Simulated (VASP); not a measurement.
# BAs (F-43m) in VASP: phonons with r2SCAN

Aim: the phonons of BAs with r2SCAN.

All numbers are computed with VASP 6.6.1; they aren't measurements. Logs are shortened: lines on timing, memory, paths and dates and some standing lists are left out, and cuts for length are marked.

### 1 The cell of the first run

The structure is cubic, space group F-43m (No. 216). Conventional cell: a = 4.778 Å, b = 4.778 Å, c = 4.778 Å, α = 90.00°, β = 90.00°, γ = 90.00°. B (site symmetry -43m) has 4 As at 2.07 Å within 2.7 Å. As (site symmetry -43m) has 4 B at 2.07 Å within 2.7 Å.

### 2 Phonons, r2SCAN

INCAR reads:

```
SYSTEM = BAs
ALGO     = Normal         ! electronic algorithm
EDIFF    = 1E-8           ! SCF threshold, eV
ENCUT    = 520            ! plane-wave cutoff, eV
IBRION   = 6              ! ionic algorithm
ISIF     = 2              ! what is computed and relaxed
ISMEAR   = 0              ! smearing method
LASPH    = .TRUE.         ! aspherical terms in the spheres
LCHARG   = .FALSE.        ! write CHGCAR
LMIXTAU  = .TRUE.       
LREAL    = .FALSE.        ! projectors in reciprocal space
LWAVE    = .FALSE.        ! write WAVECAR
METAGGA  = R2SCAN         ! meta-GGA
NELM     = 60             ! most SCF steps
NFREE    = 2            
NSW      = 1              ! ionic steps
POTIM    = 0.015          ! step
PREC     = Accurate       ! precision mode
SIGMA    = 0.01           ! smearing width, eV
```

KPOINTS reads:

```
k-points
0
G
  12 12 12
  0 0 0
```

POSCAR reads:

```
BAs
1.0
    0.0000000000      2.3890000000      2.3890000000
    2.3890000000      0.0000000000      2.3890000000
    2.3890000000      2.3890000000      0.0000000000
B As
1 1
Direct
    0.0000000000      0.0000000000      0.0000000000
    0.2500000000      0.2500000000      0.2500000000
```

Potentials or basis: VASP PAW PBE potentials, release 64 (B, As).

Command:

```console
$ cat potpaw_PBE.64/B/POTCAR potpaw_PBE.64/As/POTCAR > POTCAR
$ mpirun -np 1 vasp_std > vasp.out
```

OUTCAR:

```text
SYSTEM = BAs
   EDIFF = 1E-8
   ENCUT = 520
   IBRION = 6
   ISIF = 2
   ISMEAR = 0
   LASPH = .TRUE.
   LREAL = .FALSE.
   METAGGA = R2SCAN
   NELM = 60
   NFREE = 2
   NSW = 1
   POTIM = 0.015
   PREC = Accurate

 ion  position               nearest neighbor table
   1  0.000  0.000  0.000-   2 2.07   2 2.07   2 2.07   2 2.07
   2  0.250  0.250  0.250-   1 2.07   1 2.07   1 2.07   1 2.07

  LATTYP: Found a face centered cubic cell.
 ALAT       =     4.7780000000

  Lattice vectors:

 A1 = (   0.0000000000,   2.3890000000,   2.3890000000)
 A2 = (   2.3890000000,   0.0000000000,   2.3890000000)
 A3 = (   2.3890000000,   2.3890000000,   0.0000000000)

Analysis of symmetry for initial positions (statically):
=====================================================================
 Subroutine PRICEL returns:
 Original cell was already a primitive cell.

 Routine SETGRP: Setting up the symmetry group for a
 face centered cubic supercell.

 Subroutine GETGRP returns: Found 24 space group operations
 (whereof 24 operations were pure point group operations)
 out of a pool of 48 trial point group operations.

The static configuration has the point symmetry T_d .

Analysis of symmetry for dynamics (positions and initial velocities):
=====================================================================
 Subroutine PRICEL returns:
 Original cell was already a primitive cell.

 Routine SETGRP: Setting up the symmetry group for a
 face centered cubic supercell.

 Subroutine GETGRP returns: Found 24 space group operations
 (whereof 24 operations were pure point group operations)
 out of a pool of 48 trial point group operations.

The dynamic configuration has the point symmetry T_d .

 Subroutine INISYM returns: Found 24 space group operations
 (whereof 24 operations are pure point group operations),
 and found     1 'primitive' translations

----------------------------------------------------------------------------------------

                                     Primitive cell

  volume of cell :      27.2696

  direct lattice vectors                    reciprocal lattice vectors
     0.000000000  2.389000000  2.389000000    -0.209292591  0.209292591  0.209292591
     2.389000000  0.000000000  2.389000000     0.209292591 -0.209292591  0.209292591
     2.389000000  2.389000000  0.000000000     0.209292591  0.209292591 -0.209292591

  length of vectors
     3.378556201  3.378556201  3.378556201     0.362505401  0.362505401  0.362505401

  position of ions in fractional coordinates (direct lattice)
     0.000000000  0.000000000  0.000000000
     0.250000000  0.250000000  0.250000000

  ion indices of the primitive-cell ions
   primitive index   ion index
                 1           1
                 2           2

----------------------------------------------------------------------------------------

 KPOINTS: k-points

Automatic generation of k-mesh.
 Grid dimensions read from file:
 generate k-points for:   12   12   12

 Generating k-lattice:

  Cartesian coordinates                     Fractional coordinates (reciprocal lattice)
    -0.017441049  0.017441049  0.017441049     0.083333333  0.000000000  0.000000000
     0.017441049 -0.017441049  0.017441049     0.000000000  0.083333333  0.000000000
     0.017441049  0.017441049 -0.017441049     0.000000000  0.000000000  0.083333333

  Length of vectors
     0.030208783  0.030208783  0.030208783

  Shift w.r.t. Gamma in fractional coordinates (k-lattice)
     0.000000000  0.000000000  0.000000000

 Subroutine IBZKPT returns following result:
 ===========================================

 Found     72 irreducible k-points:

 Following reciprocal coordinates:
            Coordinates               Weight
  0.000000  0.000000  0.000000      1.000000
  0.083333  0.000000  0.000000      8.000000
  0.166667  0.000000  0.000000      8.000000
  0.250000  0.000000  0.000000      8.000000
  0.333333  0.000000  0.000000      8.000000
  0.416667  0.000000  0.000000      8.000000
[... 16 lines left out ...]
  0.500000  0.166667  0.000000     24.000000
 -0.416667  0.166667  0.000000     24.000000
 [... further k-points ...]
   k-points           NKPTS =     72   k-points in BZ     NKDIM =     72   number of bands    NBANDS=      8
   number of dos      NEDOS =    301   number of ions     NIONS =      2
   total plane-waves  NPLWV =  21952
   dimension x,y,z NGX =    28 NGY =   28 NGZ =   28
   dimension x,y,z NGXF=    56 NGYF=   56 NGZF=   56
   ions per type =               1   1
   NGX,Y,Z   is equivalent  to a cutoff of  13.78, 13.78, 13.78 a.u.
   NGXF,Y,Z  is equivalent  to a cutoff of  27.56, 27.56, 27.56 a.u.
 SYSTEM =  BAs
   PREC   = accura    normal or accurate (medium, high low for compatibility)
   ISTART =      0    job   : 0-new  1-cont  2-samecut
   ICHARG =      2    charge: 1-file 2-atom 10-const
   ISPIN  =      1    spin polarized calculation?
   LNONCOLLINEAR =      F non collinear calculations
   LSORBIT =      F    spin-orbit coupling
   LASPH  =      T    aspherical Exc in radial PAW
   ENCUT  =  520.0 eV  38.22 Ry    6.18 a.u.   6.28  6.28  6.28*2*pi/ulx,y,z
   NELM   =     60;   NELMIN=  2; NELMDL= -5     # of ELM steps
   EDIFF  = 0.1E-07   stopping-criterion for ELM
   LREAL  =      F    real-space projection
   EDIFFG = 0.1E-06   stopping-criterion for IOM
   NSW    =     61    number of steps for IOM
   IBRION =      6    ionic relax: 0-MD 1-quasi-New 2-CG
   NFREE  =      2    steps in history (QN), initial steepest desc. (CG)
   ISIF   =      2    stress and relaxation
   ISYM   =      2    0-nonsym 1-usesym 2-fastsym
   POTIM  = 0.0150    time-step for ionic-motion
   TEBEG  =    0.0;   TEEND  =   0.0 temperature during run
   PSTRESS=    0.0 pullay stress
   NELECT =       8.0000    total number of electrons
   NUPDOWN=      -1.0000    fix difference up-down
   EMIN   =  10.00;   EMAX   =-10.00  energy-range for DOS
   EFERMI =   0.00;   METHOD = LEGACY
   ISMEAR =     0;   SIGMA  =   0.01  broadening in eV -4-tet -1-fermi 0-gaus
   EFERMI_NEDOS =   21; number of points for ismear=-14 and -15
   IALGO  =     38    algorithm
   IMIX   =      4    mixing-type and parameters
     AMIX     =   0.40;   BMIX     =  1.00
     AMIX_MAG =   1.60;   BMIX_MAG =  1.00
  volume/ion in A,a.u.               =      13.63        92.01
  Fermi-wavevector in a.u.,A,eV,Ry     =   1.087791  2.055626 16.099619  1.183289
  Thomas-Fermi vector in A             =   2.223958
   LORBIT       =      0    0 simple, 1 ext, 2 COOP (PROOUT), +10 PAW based schemes
   METAGGA = R2SCAN    functional components
   LHFCALC =     F    Hartree Fock is set to
   AEXX    =    0.0000 exact exchange contribution
   IVDW    =     0    specifies the selected vdW correction
   LEPSILON=     F    determine dielectric tensor
   LRPA    =     F    only Hartree local field effects (RPA)
 finite differences with symmetry
 non-spin polarized calculation
 Gauss-broadening in eV      SIGMA  =   0.01
  energy-cutoff  :      520.00
  volume of cell :       27.27
 maximum number of plane-waves:       754
 NGX is ok and might be reduce to    28
   NGX = 13   NGY = 13   NGZ = 13

--------------------------------------- Ionic step        1  -------------------------------------------

 number of electron       8.0000000 magnetization

 Free energy of the ion-electron system (eV)
  ---------------------------------------------------
  ext. energy  EPLUGINS =         0.00000000
  ---------------------------------------------------
  free energy    TOTEN  =       -22.25607194 eV

  energy without entropy =      -22.25607194  energy(sigma->0) =      -22.25607194

------------------------ aborting loop because EDIFF is reached ----------------------------------------

  FORCE on cell =-STRESS in cart. coord.  units (eV):
  Direction    XX          YY          ZZ          XY          YZ          ZX
  --------------------------------------------------------------------------------------
  -------------------------------------------------------------------------------------
  Total        0.1319071      0.1319071      0.1319071      0.0000000      0.0000000      0.0000000
  in kB        7.7499775      7.7499775      7.7499775      0.0000000      0.0000000      0.0000000
  external PRESSURE =       7.7499775 kB  Pullay stress =       0.0000000 kB
[... 129 lines left out ...]
  energy  without entropy=      -22.2541391826  energy(sigma->0) =      -22.25413918

--------------------------------------- Ionic step        5  -------------------------------------------

 number of electron       8.0000000 magnetization

 Free energy of the ion-electron system (eV)
  ---------------------------------------------------
  ext. energy  EPLUGINS =         0.00000000
  ---------------------------------------------------
  free energy    TOTEN  =       -22.25413918 eV

  energy without entropy =      -22.25413918  energy(sigma->0) =      -22.25413918

 E-fermi :   6.2242     XC(G=0): -11.1306

 val. band max:        6.1289465546   @ k =   0.0000   0.0000   0.0000
 cond. band min:       7.3944369743   @ k =   0.0000   0.4167   0.4167
 fundamental gap:      1.2654904198
 Fermi energy:         6.2242251971

 k-point     1 :       0.0000    0.0000    0.0000
  band No.  band energies     occupation
      1     -10.1360      2.00000
      2       5.9042      2.00000
      3       6.0177      2.00000
      4       6.1289      2.00000
      5       9.3757      0.00000
      6       9.4600      0.00000
      7       9.5474      0.00000
      8      11.1602      0.00000
[... 243 lines left out ...]
 k-point    24 :      -0.4167    0.1667    0.0000
  band No.  band energies     occupation
      1      -6.7864      2.00000
      2      -2.8609      2.00000
      3       1.8886      2.00000
      4       3.5231      2.00000
      5       9.5434      0.00000
      6      11.9560      0.00000
      7      12.4585      0.00000
      8      15.9446      0.00000

 [... further k-points ...]

------------------------ aborting loop because EDIFF is reached ----------------------------------------

  FORCE on cell =-STRESS in cart. coord.  units (eV):
  Direction    XX          YY          ZZ          XY          YZ          ZX
  --------------------------------------------------------------------------------------
  -------------------------------------------------------------------------------------
  Total        0.1322632      0.1356931      0.1356931      0.0000000      0.1038970      0.0000000
  in kB        7.7708975      7.9724127      7.9724127      0.0000000      6.1042901      0.0000000
  external PRESSURE =       7.9052410 kB  Pullay stress =       0.0000000 kB
[... 17 lines left out ...]
  FREE ENERGIE OF THE ION-ELECTRON SYSTEM (eV)
  ---------------------------------------------------
  free  energy   TOTEN  =       -22.2541391842 eV

  energy  without entropy=      -22.2541391842  energy(sigma->0) =      -22.25413918

 INTERNAL STRAIN TENSORS FROM DISPLACED ATOMS
 ============================================

 INTERNAL STRAIN TENSOR FOR ION    1 for displacements in x,y,z  (eV/Angst):
          X           Y           Z          XY          YZ          ZX
  --------------------------------------------------------------------------------
  x     0.00000     0.00000     0.00000     0.00000     6.92112     0.00000
  y     0.00000     0.00000     0.00000     0.00000     0.00000     6.92112
  z     0.00000     0.00000     0.00000     6.92112     0.00000     0.00000

 INTERNAL STRAIN TENSOR FOR ION    2 for displacements in x,y,z  (eV/Angst):
          X           Y           Z          XY          YZ          ZX
  --------------------------------------------------------------------------------
  x     0.00000    -0.00000    -0.00000     0.00000    -6.92625     0.00000
  y    -0.00000     0.00000    -0.00000     0.00000     0.00000    -6.92625
  z    -0.00000    -0.00000     0.00000    -6.92625     0.00000     0.00000

 Eigenvectors and eigenvalues of the dynamical matrix
 ----------------------------------------------------

   1 f  =   21.082498 THz   132.465243 2PiTHz  703.236442 cm-1    87.190167 meV
             X         Y         Z           dx          dy          dz
      0.000000  0.000000  0.000000     0.000000    0.934837    0.000000
      1.194500  1.194500  1.194500     0.000000   -0.355077    0.000000

   2 f  =   21.082498 THz   132.465243 2PiTHz  703.236442 cm-1    87.190167 meV
             X         Y         Z           dx          dy          dz
      0.000000  0.000000  0.000000     0.934837    0.000000    0.000000
      1.194500  1.194500  1.194500    -0.355077    0.000000    0.000000
[... 11 lines left out ...]
   5 f/i=    0.000676 THz     0.004247 2PiTHz    0.022548 cm-1     0.002796 meV
             X         Y         Z           dx          dy          dz
      0.000000  0.000000  0.000000     0.000000   -0.355077    0.000000
      1.194500  1.194500  1.194500     0.000000   -0.934837    0.000000

   6 f/i=    0.000676 THz     0.004247 2PiTHz    0.022548 cm-1     0.002796 meV
             X         Y         Z           dx          dy          dz
      0.000000  0.000000  0.000000     0.000000    0.000000   -0.355077
      1.194500  1.194500  1.194500     0.000000    0.000000   -0.934837

 ELASTIC MODULI CONTR FROM IONIC RELAXATION (kBar)
 Direction    XX          YY          ZZ          XY          YZ          ZX
 --------------------------------------------------------------------------------
 XX          -0.0000     -0.0000     -0.0000     -0.0000     -0.0000     -0.0000
 YY          -0.0000     -0.0000     -0.0000     -0.0000     -0.0000     -0.0000
 ZZ          -0.0000     -0.0000     -0.0000     -0.0000     -0.0000     -0.0000
 XY          -0.0000     -0.0000     -0.0000   -163.9339      0.0000     -0.0000
 YZ          -0.0000     -0.0000     -0.0000      0.0000   -163.9339     -0.0000
 ZX          -0.0000     -0.0000     -0.0000     -0.0000     -0.0000   -163.9339
 --------------------------------------------------------------------------------
```

It took 16 min on 1 thread of AMD EPYC 7R13 (Zen 3), shared host; peak memory 0.24 GiB.

Results:

| Quantity | Value |
| --- | --- |
| Highest phonon frequency at Γ, LO-TO splitting left out | 703 cm⁻¹ |

Phonon frequencies in cm⁻¹ (negative: imaginary):
| q point | frequencies |
| --- | --- |
| (0.000, 0.000, 0.000) | 0 0 0 703 703 703 |

Caveat: the PAW data sets were made with another functional, which shifts forces and pressure a little.
